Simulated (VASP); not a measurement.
# Ti: relaxation of cell and atoms with LDA

The system is Ti.

```
Ti
1.0
     2.29095    0.00000    0.00000
    -1.14547    1.98402    0.00000
     0.00000    0.00000    2.15349
Ti
1
Direct
  0.00000 0.00000 0.00000
```

```
Program                : VASP 6.6.1
Task                   : relaxation of cell and atoms
Functional             : LDA
Potentials or basis    : VASP PAW LDA potentials, release 64 (Ti_sv)
Cutoff                 : 600 eV
k mesh                 : 19 × 19 × 18
Occupations            : fermi-dirac, width 0.1 eV
Spin                   : no spin polarisation
Target pressure        : 140 GPa
Dipole correction      : no
Further INCAR settings : ALGO = Normal; EDIFF = 1e-06; IBRION = 2; EDIFFG = -0.005; NSW = 60; ISIF = 3
```

```
Relaxed volume                                         : 9.61 Å³/atom
Relaxed cell                                           : a = 2.247 Å, b = 2.247 Å, c = 2.198 Å, α = 90.00°, β = 90.00°, γ = 120.00°
Space group after relaxing (to 0.05 Å)                 : P6/mmm (No. 191)
Energy change on relaxing (the enthalpy is what falls) : +134.8 meV/atom
Ionic steps                                            : 7
Pressure after relaxing                                : 140.0 GPa
Band gap on the k mesh                                 : zero (band 6 reaches 17.42 eV, above the bottom of band 7 at 14.60 eV)
```

The path:
```
step  energy change (eV)  largest force (eV/Å)  pressure (GPa)  volume (Å³)
   1              0.0000                0.0000          131.09         9.79
   2              0.7131                0.0000          175.71         9.03
   3              0.2114                0.0000          144.66         9.53
   4              0.0423                0.0000          134.15         9.72
   5              0.1216                0.0000          139.08         9.62
   6              0.1607                0.0000          141.42         9.58
   7              0.1348                0.0000          140.04         9.61
```

Final structure:
```
Ti
1.0
     2.24677    0.00000    0.00000
    -1.12338    1.94576    0.00000
     0.00000    0.00000    2.19814
Ti
1
Direct
  0.00000 0.00000 0.00000
```

Levels at points of the mesh, in eV from the Fermi level:
| k point | band 4 | band 5 | band 6 | band 7 | band 8 | band 9 |
| --- | --- | --- | --- | --- | --- | --- |
| (0.00, 0.00, 0.00) | -29.99 | -5.90 | -3.31 | 1.15 | 1.15 | 7.32 |
| (0.00, 0.00, 0.50) | -29.66 | -1.56 | 1.73 | 2.12 | 2.12 | 3.97 |

Wall time 5.2 min on 1 thread of Intel Xeon 8259CL (shared host), peak memory 0.18 GiB.

Caveat: the cell is relaxed towards a set pressure, so the enthalpy falls and the energy may rise.
